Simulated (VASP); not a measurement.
PbO: single point with PBE

Crystal: PbO.

```
CELL_PARAMETERS angstrom
0.00000 2.83208 2.83208
2.83208 0.00000 2.83208
2.83208 2.83208 0.00000
ATOMIC_POSITIONS crystal
Pb 0.00000 0.00000 0.00000
O 0.25000 0.25000 0.25000
```

```json
{
  "Program": "VASP 6.6.1",
  "Task": "single point",
  "Functional": "PBE",
  "Potentials or basis": "VASP PAW PBE potentials, release 64 (Pb_d, O)",
  "Cutoff": "520 eV",
  "k mesh": "12 × 12 × 12",
  "Occupations": "gaussian, width 0.02 eV",
  "Spin": "no spin polarisation",
  "Dipole correction": "no",
  "Further INCAR settings": "ALGO = Normal; EDIFF = 1e-06; NBANDS = 17"
}
```

```json
{
 "Pressure": "0.0 GPa",
 "Band gap on the k mesh": "0.52 eV (least direct gap 0.70 eV)"
}
```

Levels at points of the mesh, in eV from the valence-band top:
| k point | band 8 | band 9 | band 10 | band 11 | band 12 | band 13 |
| --- | --- | --- | --- | --- | --- | --- |
| (0.00, 0.00, 0.00) | -2.12 | -2.12 | -2.12 | 5.18 | 5.18 | 5.18 |
| (0.50, 0.00, 0.00) | -2.56 | -2.56 | -2.14 | 2.45 | 5.38 | 5.38 |
| (0.50, 0.50, 0.00) | -3.30 | -3.30 | -0.18 | 0.52 | 5.76 | 5.76 |

Wall time 30 s on 1 thread of Intel(R) Xeon(R) 6975P-C (Granite Rapids) (shared host), peak memory 0.2 GiB.

Caveat: spin-orbit coupling is left out, which moves the levels of the heavy elements. A k mesh can miss the band edges.
